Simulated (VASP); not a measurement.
# PtSe2 (Sudovikovite) (P-3m1) in VASP: vibrations by perturbation theory with PBE

Aim: the vibrations by perturbation theory of PtSe2 (Sudovikovite) with PBE.

Everything below comes from runs of VASP 6.6.1. Logs are shortened: lines on timing, memory, paths and dates and some standing lists are left out, and cuts for length are marked.

**1. The cell of the first run**

The structure is trigonal, space group P-3m1 (No. 164). The conventional cell has a = 3.724 Å, b = 3.724 Å, c = 5.062 Å, α = 90.00°, β = 90.00°, γ = 120.00°. Pt (site symmetry -3m) has 6 Se at 2.49 Å within 3.3 Å. Se (site symmetry 3m) has 3 Pt at 2.49 Å within 3.3 Å.

**2. Vibrations by perturbation theory, PBE**

The input, INCAR:

```
SYSTEM = PtSe2
PREC     = Accurate       ! precision mode
ENCUT    = 520            ! plane-wave cutoff, eV
EDIFF    = 1E-8           ! SCF threshold, eV
ISMEAR   = 1              ! smearing method
SIGMA    = 0.05           ! smearing width, eV
LREAL    = .FALSE.        ! projectors in reciprocal space
LASPH    = .TRUE.         ! aspherical terms in the spheres
NELM     = 100            ! most SCF steps
ALGO     = Normal         ! electronic algorithm
ISIF     = 2              ! what is computed and relaxed
LWAVE    = .FALSE.        ! write WAVECAR
LCHARG   = .FALSE.        ! write CHGCAR
GGA      = PE             ! functional
IBRION   = 8              ! ionic algorithm
NSW      = 1              ! ionic steps
```

The input, KPOINTS:

```
Automatic mesh
0
G
  10 10 6
  0 0 0
```

The input, POSCAR:

```
PtSe2
1.0
    3.7240000000      0.0000000000      0.0000000000
   -1.8620000000      3.2250790000      0.0000000000
    0.0000000000      0.0000000000      5.0620000000
Pt Se
1 2
Direct
    0.0000000000      0.0000000000      0.0000000000
    0.3333333333      0.6666666667      0.2500000000
    0.6666666667      0.3333333333      0.7500000000
```

Potentials or basis: VASP PAW PBE potentials, release 64 (Pt, Se).

On the command line:

```console
> cat potpaw_PBE.64/Pt/POTCAR potpaw_PBE.64/Se/POTCAR > POTCAR
> mpirun -np 1 vasp_std > vasp.out
```

OUTCAR:

```text
SYSTEM = PtSe2
   PREC = Accurate
   ENCUT = 520
   EDIFF = 1E-8
   ISMEAR = 1
   LREAL = .FALSE.
   LASPH = .TRUE.
   NELM = 100
   ISIF = 2
   GGA = PE
   IBRION = 8
   NSW = 1

 ion  position               nearest neighbor table
   1  0.000  0.000  0.000-   2 2.49   3 2.49   3 2.49   2 2.49   3 2.49   2 2.49
   2  0.333  0.667  0.250-   1 2.49   1 2.49   1 2.49
   3  0.667  0.333  0.750-   1 2.49   1 2.49   1 2.49

  LATTYP: Found a hexagonal cell.
 ALAT       =     3.7240000000
 C/A-ratio  =     1.3592910849

  Lattice vectors:

 A1 = (   3.7240000000,   0.0000000000,   0.0000000000)
 A2 = (  -1.8620000000,   3.2250790000,   0.0000000000)
 A3 = (   0.0000000000,   0.0000000000,   5.0620000000)

Analysis of symmetry for initial positions (statically):
=====================================================================
 Subroutine PRICEL returns:
 Original cell was already a primitive cell.

 Routine SETGRP: Setting up the symmetry group for a
 hexagonal supercell.

 Subroutine GETGRP returns: Found 12 space group operations
 (whereof 12 operations were pure point group operations)
 out of a pool of 24 trial point group operations.

The static configuration has the point symmetry D_3d.

Analysis of symmetry for dynamics (positions and initial velocities):
=====================================================================
 Subroutine PRICEL returns:
 Original cell was already a primitive cell.

 Routine SETGRP: Setting up the symmetry group for a
 hexagonal supercell.

 Subroutine GETGRP returns: Found 12 space group operations
 (whereof 12 operations were pure point group operations)
 out of a pool of 24 trial point group operations.

The dynamic configuration has the point symmetry D_3d.

 Subroutine INISYM returns: Found 12 space group operations
 (whereof 12 operations are pure point group operations),
 and found     1 'primitive' translations

----------------------------------------------------------------------------------------

                                     Primitive cell

  volume of cell :      60.7956

  direct lattice vectors                    reciprocal lattice vectors
     3.724000000  0.000000000  0.000000000     0.268528464  0.155034962  0.000000000
    -1.862000000  3.225079000  0.000000000     0.000000000  0.310069924  0.000000000
     0.000000000  0.000000000  5.062000000     0.000000000  0.000000000  0.197550375

  length of vectors
     3.724000000  3.724000343  5.062000000     0.310069952  0.310069924  0.197550375

  position of ions in fractional coordinates (direct lattice)
     0.000000000  0.000000000  0.000000000
     0.333333333  0.666666667  0.250000000
     0.666666667  0.333333333  0.750000000

  ion indices of the primitive-cell ions
   primitive index   ion index
                 1           1
                 2           2
                 3           3

----------------------------------------------------------------------------------------

 KPOINTS: Automatic mesh

Automatic generation of k-mesh.
 Grid dimensions read from file:
 generate k-points for:   10   10    6

 Generating k-lattice:

  Cartesian coordinates                     Fractional coordinates (reciprocal lattice)
     0.026852846  0.015503496  0.000000000     0.100000000 -0.000000000  0.000000000
     0.000000000  0.031006992  0.000000000     0.000000000  0.100000000  0.000000000
[... 102 lines left out ...]
  ext. energy  EPLUGINS =         0.00000000
  ---------------------------------------------------
  free energy    TOTEN  =       -14.18567530 eV

  energy without entropy =      -14.18558231  energy(sigma->0) =      -14.18564430

 E-fermi :   6.5998     XC(G=0): -10.6329

 val. band max:        6.5873991145   @ k =   0.3000   0.3000   0.0000
 cond. band min:       6.6107926447   @ k =   0.0000   0.1000   0.1667
 fundamental gap:      0.0233935301
 Fermi energy:         6.5997804020

 k-point     1 :       0.0000    0.0000    0.0000
  band No.  band energies     occupation
      1      -9.1797      2.00000
      2      -6.3559      2.00000
      3      -0.6641      2.00000
      4       0.0430      2.00000
      5       0.0430      2.00000
      6       2.5044      2.00000
      7       2.5044      2.00000
      8       3.9486      2.00000
      9       5.4645      2.00000
     10       5.4645      2.00000
     11       6.9405     -0.00000
     12       7.9996      0.00000
     13       7.9996      0.00000
     14      10.1475      0.00000
[... 401 lines left out ...]
      2      -7.1652      2.00000
      3      -0.8911      2.00000
      4       0.6560      2.00000
      5       0.9956      2.00000
      6       2.0721      2.00000
      7       2.9068      2.00000
      8       2.9997      2.00000
      9       3.1606      2.00000
     10       3.1914      2.00000
     11       3.9060      2.00000
     12       7.5917     -0.00000
     13       8.5180      0.00000
     14      10.8432      0.00000
     15      11.8978      0.00000

 [... further k-points ...]
[... 5 lines left out ...]
  --------------------------------------------------------------------------------------
  -------------------------------------------------------------------------------------
  Total        3.0129724      3.0129732      2.3015588      0.0000000     -0.0000000      0.0000000
  in kB       79.4023886     79.4024081     60.6541452      0.0000000     -0.0000000      0.0000000
  external PRESSURE =      73.1529806 kB  Pullay stress =       0.0000000 kB

 VOLUME and BASIS-vectors are now :
 -----------------------------------------------------------------------------
  energy-cutoff  :      520.00
  volume of cell :       60.80
      direct lattice vectors                 reciprocal lattice vectors
     3.724000000  0.000000000  0.000000000     0.268528464  0.155034962  0.000000000
    -1.862000000  3.225079000  0.000000000     0.000000000  0.310069924  0.000000000
     0.000000000  0.000000000  5.062000000     0.000000000  0.000000000  0.197550375

 POSITION                                       TOTAL-FORCE (eV/Angst)
 -----------------------------------------------------------------------------------
      0.00000      0.00000      0.00000         0.000000      0.000000      0.000000
     -0.00000      2.15005      1.26550        -0.000000      0.000000      0.568411
      1.86200      1.07503      3.79650        -0.000000     -0.000000     -0.568411
 -----------------------------------------------------------------------------------
    total drift:                               -0.000000     -0.000000     -0.000000

  FREE ENERGIE OF THE ION-ELECTRON SYSTEM (eV)
  ---------------------------------------------------
  free  energy   TOTEN  =       -14.1856752962 eV

  energy  without entropy=      -14.1855823123  energy(sigma->0) =      -14.18564430

[... ionic steps 2 to 3 ...]

--------------------------------------- Ionic step        4  -------------------------------------------

------------------------ aborting loop because EDIFF is reached ----------------------------------------
[... 11 lines left out ...]
[... ionic steps 8 to 8 ...]

--------------------------------------- Ionic step        9  -------------------------------------------

 Free energy of the ion-electron system (eV)
  ---------------------------------------------------
  ---------------------------------------------------
  free energy    TOTEN  =        -0.09146064 eV

  energy without entropy =       -0.09146000

------------------------ aborting loop because EDIFF is reached ----------------------------------------

 INTERNAL STRAIN TENSOR  FOR ION    2  DIRECTION 3   (eV/Angst):
 -----------------------------------------------------------------------------
   -11.98091  0.00000  0.00000
     0.00000-11.98092  0.00000
     0.00000  0.00000-14.23792

 INTERNAL STRAIN TENSOR FOR ION    3 for displacements in x,y,z  (eV/Angst):
          X           Y           Z          XY          YZ          ZX
  --------------------------------------------------------------------------------
  x     0.00000     0.00000     0.00000    -5.76737     0.00000    10.05645
  y    -5.76737     5.76737    -0.00000     0.00000    10.76274     0.00000
  z    11.98091    11.98092    14.23792     0.00000    -0.00000     0.00000

 SECOND DERIVATIVES (NOT SYMMETRIZED)
 ------------------------------------
               1X          1Y          1Z          2X          2Y          2Z          3X          3Y          3Z
  1X   -16.366004    0.000000    0.000000    8.183002    0.000000    0.000000    8.183002    0.000000    0.000000
  1Y     0.000000  -16.366008    0.000000    0.000000    8.183004    0.000000    0.000000    8.183004    0.000000
  1Z     0.000000   -0.000000  -16.654107    0.000000    0.000000    8.327053    0.000000    0.000000    8.327053
  2X     8.183445    0.000000    0.000000   -8.728408    0.000000    0.000000    0.544963    0.000000    0.000000
  2Y     0.000000    8.183447    0.000000    0.000000   -8.728410    0.000000    0.000000    0.544963    0.000000
  2Z     0.000000   -0.000000    8.324766    0.000000   -0.000000  -10.113069    0.000000    0.000000    1.788303
  3X     8.183445    0.000000    0.000000    0.544963    0.000000    0.000000   -8.728408    0.000000    0.000000
  3Y     0.000000    8.183447    0.000000    0.000000    0.544963    0.000000    0.000000   -8.728410    0.000000
  3Z     0.000000   -0.000000    8.324766    0.000000    0.000000    1.788303    0.000000   -0.000000  -10.113069

 Eigenvectors and eigenvalues of the dynamical matrix
 ----------------------------------------------------

   1 f  =    6.828744 THz    42.906265 2PiTHz  227.782389 cm-1    28.241404 meV
             X         Y         Z           dx          dy          dz
      0.000000  0.000000  0.000000    -0.000000   -0.000000   -0.668905
     -0.000000  2.150053  1.265500     0.000000    0.000000    0.525627
      1.862000  1.075026  3.796500     0.000000    0.000000    0.525627
[... 43 lines left out ...]
   9 f/i=    0.000466 THz     0.002930 2PiTHz    0.015557 cm-1     0.001929 meV
             X         Y         Z           dx          dy          dz
      0.000000  0.000000  0.000000    -0.000000    0.000000    0.743348
     -0.000000  2.150053  1.265500    -0.000000    0.000000    0.472987
      1.862000  1.075026  3.796500    -0.000000    0.000000    0.472987

--------------------------------------------------------------------------------------------------------

 ELASTIC MODULI CONTR FROM IONIC RELAXATION (kBar)
 Direction    XX          YY          ZZ          XY          YZ          ZX
 --------------------------------------------------------------------------------
 XX        -824.7525   -446.6447   -755.4539     -0.0000    352.8020      0.0000
 YY        -446.6447   -824.7529   -755.4540     -0.0000   -352.8020      0.0000
 ZZ        -755.4539   -755.4540   -897.7692     -0.0000      0.0000      0.0000
 XY          -0.0000     -0.0000     -0.0000   -189.0540      0.0000    329.6501
 YZ         352.8020   -352.8020      0.0000      0.0000   -658.3794     -0.0000
 ZX           0.0000      0.0000      0.0000    329.6501     -0.0000   -574.8049
 --------------------------------------------------------------------------------
```

Run time: 7.5 min. Hardware: 1 thread of Intel Xeon 6975P-C (Granite Rapids), shared host; peak memory 0.78 GiB.

Results:

| Quantity | Value |
| --- | --- |
| Highest phonon frequency at Γ, LO-TO splitting left out | 228 cm⁻¹ |

Phonon frequencies in cm⁻¹ (negative: imaginary):
| q point | frequencies |
| --- | --- |
| (0.000, 0.000, 0.000) | 0 0 0 179 179 202 226 226 228 |

Caveat: the cell wasn't relaxed at this level first, which shifts response properties; spin-orbit coupling is left out, which moves the levels of the heavy elements.
